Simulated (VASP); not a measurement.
# Ga (I4/mmm) in VASP: single point with PBE

Aim: the single point of Ga with PBE.

All numbers are computed with VASP 6.6.1; they aren't measurements. Logs are shortened: lines on timing, memory, paths and dates and some standing lists are left out, and cuts for length are marked.

### 1 The cell of the first run

It takes space group I4/mmm (No. 139, tetragonal). The conventional cell has a = 2.839 Å, b = 2.839 Å, c = 4.508 Å, α = 90.00°, β = 90.00°, γ = 90.00°. Within 3.7 Å of Ga (site symmetry 4/mmm) lie 12 Ga at 2.84 to 3.02 Å.

### 2 Single point, PBE

Contents of INCAR:

```
SYSTEM = Ga
PREC     = Accurate       ! precision mode
ENCUT    = 520            ! plane-wave cutoff, eV
EDIFF    = 1E-6           ! SCF threshold, eV
ISMEAR   = -1             ! smearing method
SIGMA    = 0.1            ! smearing width, eV
LREAL    = .False.        ! projectors in reciprocal space
LASPH    = .True.         ! aspherical terms in the spheres
NELM     = 80             ! most SCF steps
ALGO     = Normal         ! electronic algorithm
ISIF     = 2              ! what is computed and relaxed
LWAVE    = .False.        ! write WAVECAR
LCHARG   = .False.        ! write CHGCAR
GGA      = PE             ! functional
NBANDS   = 12             ! bands
```

Contents of KPOINTS:

```
regular mesh
0
Gamma
  15 15 15
  0 0 0
```

Contents of POSCAR:

```
Ga
1.0
    0.0000000000      2.8392340000      0.0000000000
    2.8392340000      0.0000000000      0.0000000000
    1.4196170000      1.4196170000     -2.2537940000
Ga
1
Direct
    0.0000000000      0.0000000000      0.0000000000
```

Potentials or basis: VASP PAW PBE potentials, release 64 (Ga_d).

The run is started by

```sh
cat potpaw_PBE.64/Ga_d/POTCAR > POTCAR
mpirun -np 1 vasp_std > vasp.out
```

OUTCAR:

```text
SYSTEM = Ga
   PREC = Accurate
   ENCUT = 520
   EDIFF = 1E-6
   ISMEAR = -1
   LREAL = .False.
   LASPH = .True.
   NELM = 80
   ISIF = 2
   GGA = PE

 ion  position               nearest neighbor table
   1  0.000  0.000  0.000-

  LATTYP: Found a body centered tetragonal cell.
 ALAT       =     2.8392340000
 C/A-ratio  =     1.5876070799

  Lattice vectors:

 A1 = (  -1.4196170000,   1.4196170000,   2.2537940000)
 A2 = (   1.4196170000,  -1.4196170000,   2.2537940000)
 A3 = (   1.4196170000,   1.4196170000,  -2.2537940000)

Analysis of symmetry for initial positions (statically):
=====================================================================
 Subroutine PRICEL returns:
 Original cell was already a primitive cell.

 Routine SETGRP: Setting up the symmetry group for a
 body centered tetragonal supercell.

 Subroutine GETGRP returns: Found 16 space group operations
 (whereof 16 operations were pure point group operations)
 out of a pool of 16 trial point group operations.

The static configuration has the point symmetry D_4h.

Analysis of symmetry for dynamics (positions and initial velocities):
=====================================================================
 Subroutine PRICEL returns:
 Original cell was already a primitive cell.

 Routine SETGRP: Setting up the symmetry group for a
 body centered tetragonal supercell.

 Subroutine GETGRP returns: Found 16 space group operations
 (whereof 16 operations were pure point group operations)
 out of a pool of 16 trial point group operations.

The dynamic configuration has the point symmetry D_4h.

 Subroutine INISYM returns: Found 16 space group operations
 (whereof 16 operations are pure point group operations),
 and found     1 'primitive' translations

----------------------------------------------------------------------------------------

                                     Primitive cell

  volume of cell :      18.1684

  direct lattice vectors                    reciprocal lattice vectors
     0.000000000  2.839234000  0.000000000     0.000000000  0.352207673  0.221848137
     2.839234000  0.000000000  0.000000000     0.352207673  0.000000000  0.221848137
     1.419617000  1.419617000 -2.253794000     0.000000000  0.000000000 -0.443696274

  length of vectors
     2.839234000  2.839234000  3.018312815     0.416253337  0.416253337  0.443696274

  position of ions in fractional coordinates (direct lattice)
     0.000000000  0.000000000  0.000000000

  ion indices of the primitive-cell ions
   primitive index   ion index
                 1           1

----------------------------------------------------------------------------------------

 KPOINTS: regular mesh

Automatic generation of k-mesh.
 Grid dimensions read from file:
 generate k-points for:   15   15   15

 Generating k-lattice:

  Cartesian coordinates                     Fractional coordinates (reciprocal lattice)
     0.000000000  0.023480512  0.014789876     0.066666667  0.000000000  0.000000000
     0.023480512  0.000000000  0.014789876     0.000000000  0.066666667  0.000000000
     0.000000000  0.000000000 -0.029579752     0.000000000  0.000000000  0.066666667

  Length of vectors
     0.027750222  0.027750222  0.029579752

  Shift w.r.t. Gamma in fractional coordinates (k-lattice)
     0.000000000  0.000000000  0.000000000

 Subroutine IBZKPT returns following result:
 ===========================================

 Found    288 irreducible k-points:

 Following reciprocal coordinates:
            Coordinates               Weight
  0.000000  0.000000  0.000000      1.000000
  0.066667  0.000000 -0.000000      8.000000
  0.133333  0.000000  0.000000      8.000000
  0.200000  0.000000  0.000000      8.000000
  0.266667  0.000000  0.000000      8.000000
  0.333333  0.000000 -0.000000      8.000000
[... 16 lines left out ...]
  0.133333  0.133333  0.000000      8.000000
  0.200000  0.133333  0.000000     16.000000
 [... further k-points ...]
   k-points           NKPTS =    288   k-points in BZ     NKDIM =    288   number of bands    NBANDS=     12
   number of dos      NEDOS =    301   number of ions     NIONS =      1
   total plane-waves  NPLWV =  13824
   dimension x,y,z NGX =    24 NGY =   24 NGZ =   24
   dimension x,y,z NGXF=    48 NGYF=   48 NGZF=   48
   ions per type =               1
   NGX,Y,Z   is equivalent  to a cutoff of  14.05, 14.05, 13.22 a.u.
   NGXF,Y,Z  is equivalent  to a cutoff of  28.11, 28.11, 26.44 a.u.
 SYSTEM =  Ga
   PREC   = accura    normal or accurate (medium, high low for compatibility)
   ISTART =      0    job   : 0-new  1-cont  2-samecut
   ICHARG =      2    charge: 1-file 2-atom 10-const
   ISPIN  =      1    spin polarized calculation?
   LNONCOLLINEAR =      F non collinear calculations
   LSORBIT =      F    spin-orbit coupling
   LASPH  =      T    aspherical Exc in radial PAW
   ENCUT  =  520.0 eV  38.22 Ry    6.18 a.u.   5.28  5.28  5.61*2*pi/ulx,y,z
   NELM   =     80;   NELMIN=  2; NELMDL= -5     # of ELM steps
   EDIFF  = 0.1E-05   stopping-criterion for ELM
   LREAL  =      F    real-space projection
   EDIFFG = 0.1E-04   stopping-criterion for IOM
   NSW    =      0    number of steps for IOM
   IBRION =     -1    ionic relax: 0-MD 1-quasi-New 2-CG
   NFREE  =      0    steps in history (QN), initial steepest desc. (CG)
   ISIF   =      2    stress and relaxation
   ISYM   =      2    0-nonsym 1-usesym 2-fastsym
   POTIM  = 0.5000    time-step for ionic-motion
   TEBEG  =    0.0;   TEEND  =   0.0 temperature during run
   PSTRESS=    0.0 pullay stress
   NELECT =      13.0000    total number of electrons
   NUPDOWN=      -1.0000    fix difference up-down
   EMIN   =  10.00;   EMAX   =-10.00  energy-range for DOS
   EFERMI =   0.00;   METHOD = LEGACY
   ISMEAR =    -1;   SIGMA  =   0.10  broadening in eV -4-tet -1-fermi 0-gaus
   EFERMI_NEDOS =   21; number of points for ismear=-14 and -15
   IALGO  =     38    algorithm
   IMIX   =      4    mixing-type and parameters
     AMIX     =   0.40;   BMIX     =  1.00
     AMIX_MAG =   1.60;   BMIX_MAG =  1.00
  volume/ion in A,a.u.               =      18.17       122.61
  Fermi-wavevector in a.u.,A,eV,Ry     =   1.464256  2.767043 29.171521  2.144046
  Thomas-Fermi vector in A             =   2.580254
   LORBIT       =      0    0 simple, 1 ext, 2 COOP (PROOUT), +10 PAW based schemes
   GGA     = PE    functional components
   LHFCALC =     F    Hartree Fock is set to
   AEXX    =    0.0000 exact exchange contribution
   IVDW    =     0    specifies the selected vdW correction
   LEPSILON=     F    determine dielectric tensor
   LRPA    =     F    only Hartree local field effects (RPA)
 non-spin polarized calculation
  energy-cutoff  :      520.00
  volume of cell :       18.17
 maximum number of plane-waves:       501
 NGX is ok and might be reduce to    24
   NGX = 11   NGY = 11   NGZ = 11

 number of electron      12.9999995 magnetization

 Free energy of the ion-electron system (eV)
  ---------------------------------------------------
  ext. energy  EPLUGINS =         0.00000000
  ---------------------------------------------------
  free energy    TOTEN  =        -2.88690603 eV

  energy without entropy =       -2.87363973  energy(sigma->0) =       -2.88027288

 E-fermi :   5.8939     XC(G=0): -11.2077

 val. band max:        5.8937848470   @ k =  -0.1333  -0.2667   0.2667
 cond. band min:       5.9283230437   @ k =  -0.0667   0.4667   0.1333
 fundamental gap:      0.0345381967
 Fermi energy:         5.8938956010

 k-point     1 :       0.0000    0.0000    0.0000
  band No.  band energies     occupation
      1      -9.1090      2.00000
      2      -8.9872      2.00000
      3      -8.9872      2.00000
      4      -8.9665      2.00000
      5      -8.8368      2.00000
      6      -5.4246      2.00000
      7      18.5619      0.00000
      8      18.5619      0.00000
      9      18.5807      0.00000
     10      22.0656      0.00000
     11      22.1455      0.00000
     12      22.7138      0.00000

 k-point     2 :       0.0667    0.0000   -0.0000
  band No.  band energies     occupation
      1      -9.1028      2.00000
      2      -8.9894      2.00000
      3      -8.9821      2.00000
      4      -8.9644      2.00000
      5      -8.8399      2.00000
      6      -5.3066      2.00000
      7      17.1100      0.00000
      8      18.1806      0.00000
      9      18.4182      0.00000
     10      21.1688      0.00000
     11      22.6076      0.00000
     12      23.0559      0.00000

 k-point     3 :       0.1333    0.0000    0.0000
  band No.  band energies     occupation
      1      -9.0891      2.00000
      2      -8.9999      2.00000
      3      -8.9690      2.00000
      4      -8.9518      2.00000
      5      -8.8473      2.00000
      6      -4.9506      2.00000
      7      14.4398      0.00000
      8      17.3536      0.00000
      9      18.1071      0.00000
     10      20.7429      0.00000
     11      22.1566      0.00000
     12      23.9361      0.00000

 k-point     4 :       0.2000    0.0000    0.0000
  band No.  band energies     occupation
      1      -9.0791      2.00000
      2      -9.0190      2.00000
      3      -8.9546      2.00000
      4      -8.9219      2.00000
      5      -8.8533      2.00000
      6      -4.3522      2.00000
      7      11.6838      0.00000
      8      16.4834      0.00000
      9      17.8028      0.00000
     10      20.3449      0.00000
     11      21.3207      0.00000
     12      24.9287      0.00000

 k-point     5 :       0.2667    0.0000    0.0000
  band No.  band energies     occupation
      1      -9.0798      2.00000
      2      -9.0422      2.00000
      3      -8.9494      2.00000
      4      -8.8776      2.00000
      5      -8.8487      2.00000
      6      -3.5090      2.00000
      7       9.0545      0.00000
      8      15.7156      0.00000
      9      17.5912      0.00000
     10      19.7590      0.00000
     11      20.9556      0.00000
     12      24.5196      0.00000
[... 228 lines left out ...]
      1      -9.0744      2.00000
      2      -9.0055      2.00000
      3      -8.9719      2.00000
      4      -8.9511      2.00000
      5      -8.8542      2.00000
      6      -4.9677      2.00000
      7      15.2578      0.00000
      8      16.6684      0.00000
      9      17.8826      0.00000
     10      20.0499      0.00000
     11      23.5046      0.00000
     12      24.1190      0.00000

 k-point    22 :      -0.0667    0.0667    0.0000
  band No.  band energies     occupation
      1      -9.0930      2.00000
      2      -8.9961      2.00000
      3      -8.9802      2.00000
      4      -8.9611      2.00000
      5      -8.8445      2.00000
      6      -5.2559      2.00000
      7      17.3498      0.00000
      8      17.6441      0.00000
      9      17.9844      0.00000
     10      20.2719      0.00000
     11      23.4957      0.00000
     12      23.5653      0.00000

 k-point    23 :       0.1333    0.1333    0.0000
  band No.  band energies     occupation
      1      -9.0743      2.00000
      2      -8.9922      2.00000
      3      -8.9738      2.00000
      4      -8.9327      2.00000
      5      -8.8485      2.00000
      6      -4.2002      2.00000
      7      13.2074      0.00000
      8      13.2391      0.00000
      9      17.2068      0.00000
     10      21.3939      0.00000
     11      21.5302      0.00000
     12      23.8420      0.00000

 k-point    24 :       0.2000    0.1333    0.0000
  band No.  band energies     occupation
      1      -9.0619      2.00000
      2      -9.0092      2.00000
      3      -8.9549      2.00000
      4      -8.9207      2.00000
      5      -8.8485      2.00000
      6      -3.4623      2.00000
      7      10.5655      0.00000
      8      12.9052      0.00000
      9      16.2410      0.00000
     10      20.8527      0.00000
     11      21.8543      0.00000
     12      23.5092      0.00000

 [... further k-points ...]
[... 5 lines left out ...]
  --------------------------------------------------------------------------------------
  -------------------------------------------------------------------------------------
  Total        0.3043437      0.3043437      0.2130755      0.0000000      0.0000000      0.0000000
  in kB       26.8385003     26.8385003     18.7900312      0.0000000      0.0000000      0.0000000
  external PRESSURE =      24.1556773 kB  Pullay stress =       0.0000000 kB

 VOLUME and BASIS-vectors are now :
 -----------------------------------------------------------------------------
  energy-cutoff  :      520.00
  volume of cell :       18.17
      direct lattice vectors                 reciprocal lattice vectors
     0.000000000  2.839234000  0.000000000     0.000000000  0.352207673  0.221848137
     2.839234000  0.000000000  0.000000000     0.352207673  0.000000000  0.221848137
     1.419617000  1.419617000 -2.253794000     0.000000000  0.000000000 -0.443696274

 POSITION                                       TOTAL-FORCE (eV/Angst)
 -----------------------------------------------------------------------------------
      0.00000      0.00000      0.00000        -0.000000     -0.000000      0.000000
 -----------------------------------------------------------------------------------
    total drift:                               -0.000000      0.000000      0.000000

  FREE ENERGIE OF THE ION-ELECTRON SYSTEM (eV)
  ---------------------------------------------------
  free  energy   TOTEN  =        -2.8869060275 eV

  energy  without entropy=       -2.8736397262  energy(sigma->0) =       -2.88027288
```

It took 28 s on 1 thread of Intel Xeon Platinum 8259CL at 2.50GHz (Skylake/Cascade Lake), shared host; peak memory 0.18 GiB.

Results:

```yaml
Free_energy: -2.8869 eV
Pressure: 2.4 GPa
```

Stress tensor (GPa, compression positive):
```
2.68 0.00 0.00
0.00 2.68 0.00
0.00 0.00 1.88
```
